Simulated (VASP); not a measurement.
# Al in VASP: single point with PBE

Aim: the single point of Al with PBE.

All numbers are computed with VASP 6.6.1; they aren't measurements. Logs are shortened: lines on timing, memory, paths and dates and some standing lists are left out, and cuts for length are marked.

### 1 The cell of the first run

The typed cell holds 1 atom: a = 2.857 Å, b = 2.857 Å, c = 2.857 Å, α = 120.01°, β = 120.00°, γ = 89.99°.

### 2 Single point, PBE

INCAR

```
PREC     = Accurate       # precision mode
ENCUT    = 520            # plane-wave cutoff, eV
EDIFF    = 1E-6           # SCF threshold, eV
ISMEAR   = 0              # smearing method
SIGMA    = 0.1            # smearing width, eV
LREAL    = F              # projectors in reciprocal space
LASPH    = T              # aspherical terms in the spheres
NELM     = 60             # most SCF steps
ALGO     = Fast           # electronic algorithm
ISIF     = 2              # what is computed and relaxed
LWAVE    = F              # write WAVECAR
LCHARG   = T              # write CHGCAR
GGA      = PE             # functional
LELF     = T              # ELF
LVHAR    = T            
NBANDS   = 8              # bands
```

KPOINTS

```
Automatic mesh
0
Gamma
  26 26 26
```

POSCAR

```
Al
1.0
   -1.4284437878      1.4286684067      2.0206865263
    1.4284437878     -1.4286684067      2.0206865263
    1.4284437878      1.4286684067     -2.0206865263
Al
1
Direct
    0.0000000000      0.5000000000      0.5000000000
```

Potentials or basis: VASP PAW PBE potentials, release 64 (Al).

Started as:

```sh
> cat potpaw_PBE.64/Al/POTCAR > POTCAR
> mpirun -np 1 vasp_std > vasp.out
```

OUTCAR:

```text
PREC = Accurate
   ENCUT = 520
   EDIFF = 1E-6
   ISMEAR = 0
   LREAL = F
   LASPH = T
   NELM = 60
   ISIF = 2
   GGA = PE

 ion  position               nearest neighbor table
   1  0.000  0.500  0.500-

  LATTYP: Found a body centered orthorhombic cell.
 ALAT       =     2.8568875756
 B/A-ratio  =     1.0001572473
 C/A-ratio  =     1.4146069615

  Lattice vectors:

 A1 = (  -1.4284437878,   1.4286684067,   2.0206865263)
 A2 = (   1.4284437878,  -1.4286684067,   2.0206865263)
 A3 = (   1.4284437878,   1.4286684067,  -2.0206865263)

Analysis of symmetry for initial positions (statically):
=====================================================================
 Subroutine PRICEL returns:
 Original cell was already a primitive cell.

 Routine SETGRP: Setting up the symmetry group for a
 body centered orthorhombic supercell.

 Subroutine GETGRP returns: Found  8 space group operations
 (whereof  8 operations were pure point group operations)
 out of a pool of  8 trial point group operations.

The static configuration has the point symmetry D_2h.

Analysis of symmetry for dynamics (positions and initial velocities):
=====================================================================
 Subroutine PRICEL returns:
 Original cell was already a primitive cell.

 Routine SETGRP: Setting up the symmetry group for a
 body centered orthorhombic supercell.

 Subroutine GETGRP returns: Found  8 space group operations
 (whereof  8 operations were pure point group operations)
 out of a pool of  8 trial point group operations.

The dynamic configuration has the point symmetry D_2h.

 Subroutine INISYM returns: Found  8 space group operations
 (whereof  8 operations are pure point group operations),
 and found     1 'primitive' translations

----------------------------------------------------------------------------------------

                                     Primitive cell

  volume of cell :      16.4950

  direct lattice vectors                    reciprocal lattice vectors
    -1.428443788  1.428668407  2.020686526     0.000000000  0.349976242  0.247440656
     1.428443788 -1.428668407  2.020686526     0.350031275  0.000000000  0.247440656
     1.428443788  1.428668407 -2.020686526     0.350031275  0.349976242  0.000000000

  length of vectors
[... 81 lines left out ...]
   LREAL  =      F    real-space projection
   EDIFFG = 0.1E-04   stopping-criterion for IOM
   NSW    =      0    number of steps for IOM
   IBRION =     -1    ionic relax: 0-MD 1-quasi-New 2-CG
   NFREE  =      0    steps in history (QN), initial steepest desc. (CG)
   ISIF   =      2    stress and relaxation
   ISYM   =      2    0-nonsym 1-usesym 2-fastsym
   POTIM  = 0.5000    time-step for ionic-motion
   TEBEG  =    0.0;   TEEND  =   0.0 temperature during run
   PSTRESS=    0.0 pullay stress
   NELECT =       3.0000    total number of electrons
   NUPDOWN=      -1.0000    fix difference up-down
   EMIN   =  10.00;   EMAX   =-10.00  energy-range for DOS
   EFERMI =   0.00;   METHOD = LEGACY
   ISMEAR =     0;   SIGMA  =   0.10  broadening in eV -4-tet -1-fermi 0-gaus
   EFERMI_NEDOS =   21; number of points for ismear=-14 and -15
   IALGO  =     68    algorithm
   IMIX   =      4    mixing-type and parameters
     AMIX     =   0.40;   BMIX     =  1.00
     AMIX_MAG =   1.60;   BMIX_MAG =  1.00
  volume/ion in A,a.u.               =      16.50       111.31
  Fermi-wavevector in a.u.,A,eV,Ry     =   0.927536  1.752789 11.705404  0.860323
  Thomas-Fermi vector in A             =   2.053616
   LORBIT       =      0    0 simple, 1 ext, 2 COOP (PROOUT), +10 PAW based schemes
   GGA     = PE    functional components
   LHFCALC =     F    Hartree Fock is set to
   AEXX    =    0.0000 exact exchange contribution
   IVDW    =     0    specifies the selected vdW correction
   LEPSILON=     F    determine dielectric tensor
   LRPA    =     F    only Hartree local field effects (RPA)
 non-spin polarized calculation
 RMM-DIIS sequential band-by-band and
 Gauss-broadening in eV      SIGMA  =   0.10
  energy-cutoff  :      520.00
  volume of cell :       16.50
 maximum number of plane-waves:       459
 NGX is ok and might be reduce to    24
   NGX = 11   NGY = 11   NGZ = 11

 number of electron       3.0000000 magnetization

 Free energy of the ion-electron system (eV)
  ---------------------------------------------------
  ext. energy  EPLUGINS =         0.00000000
  ---------------------------------------------------
  free energy    TOTEN  =        -3.74814544 eV

  energy without entropy =       -3.74619967  energy(sigma->0) =       -3.74717256

 E-fermi :   8.0155     XC(G=0): -10.1976

 val. band max:        8.0131707228   @ k =   0.1923   0.3077  -0.0000
 cond. band min:       8.0159915248   @ k =   0.3462  -0.2692   0.1923
 fundamental gap:      0.0028208020
 Fermi energy:         8.0155372209

 k-point     1 :       0.0000    0.0000    0.0000
  band No.  band energies     occupation
      1      -3.1332      2.00000
      2      20.6224      0.00000
      3      20.6227      0.00000
      4      20.6274      0.00000
      5      22.1156      0.00000
      6      22.1189      0.00000
      7      22.1210      0.00000
      8      24.4713      0.00000
[... 243 lines left out ...]
 k-point    24 :       0.3462    0.0385    0.0000
  band No.  band energies     occupation
      1       0.3641      2.00000
      2       7.6828      2.00000
      3      17.7124      0.00000
      4      19.6189      0.00000
      5      20.2339      0.00000
      6      21.4045      0.00000
      7      22.7317      0.00000
      8      25.3550      0.00000

 [... further k-points ...]

------------------------ aborting loop because EDIFF is reached ----------------------------------------

  FORCE on cell =-STRESS in cart. coord.  units (eV):
  Direction    XX          YY          ZZ          XY          YZ          ZX
  --------------------------------------------------------------------------------------
  -------------------------------------------------------------------------------------
  Total       -0.0032638     -0.0046525     -0.0047799      0.0000000      0.0000000      0.0000000
  in kB       -0.3170184     -0.4519048     -0.4642790      0.0000000      0.0000000      0.0000000
  external PRESSURE =      -0.4110674 kB  Pullay stress =       0.0000000 kB

 VOLUME and BASIS-vectors are now :
 -----------------------------------------------------------------------------
  energy-cutoff  :      520.00
  volume of cell :       16.50
      direct lattice vectors                 reciprocal lattice vectors
    -1.428443788  1.428668407  2.020686526     0.000000000  0.349976242  0.247440656
     1.428443788 -1.428668407  2.020686526     0.350031275  0.000000000  0.247440656
     1.428443788  1.428668407 -2.020686526     0.350031275  0.349976242  0.000000000

 POSITION                                       TOTAL-FORCE (eV/Angst)
 -----------------------------------------------------------------------------------
      1.42844      0.00000      0.00000        -0.000000      0.000000     -0.000000
 -----------------------------------------------------------------------------------
    total drift:                               -0.000000     -0.000000     -0.000000

  FREE ENERGIE OF THE ION-ELECTRON SYSTEM (eV)
  ---------------------------------------------------
  free  energy   TOTEN  =        -3.7481454382 eV

  energy  without entropy=       -3.7461996719  energy(sigma->0) =       -3.74717256
```

It took 3.2 min on 1 thread of Intel Xeon Platinum 8259CL at 2.50GHz (Skylake/Cascade Lake), shared host; peak memory 0.38 GiB.

Results:

- Free energy: -3.7481 eV
- Pressure: 0.0 GPa
- Band gap on the k mesh: zero (an odd number of electrons rules out a gap without spin polarisation)

Levels at points of the mesh, in eV from the Fermi level:
```csv
k point,band 1,band 2,band 3,band 4,band 5,band 6
"(0.00, 0.00, 0.00)",-11.15,12.61,12.61,12.61,14.10,14.10
"(0.50, 0.00, 0.00)",-4.61,-4.39,11.40,11.41,11.45,11.45
"(0.00, 0.50, 0.00)",-4.61,-4.39,11.40,11.40,11.45,11.45
"(0.50, 0.50, 0.00)",-2.94,-1.61,5.25,5.58,5.58,9.06
"(0.50, 0.50, 0.50)",-2.94,-1.62,5.25,5.58,5.59,9.06
```
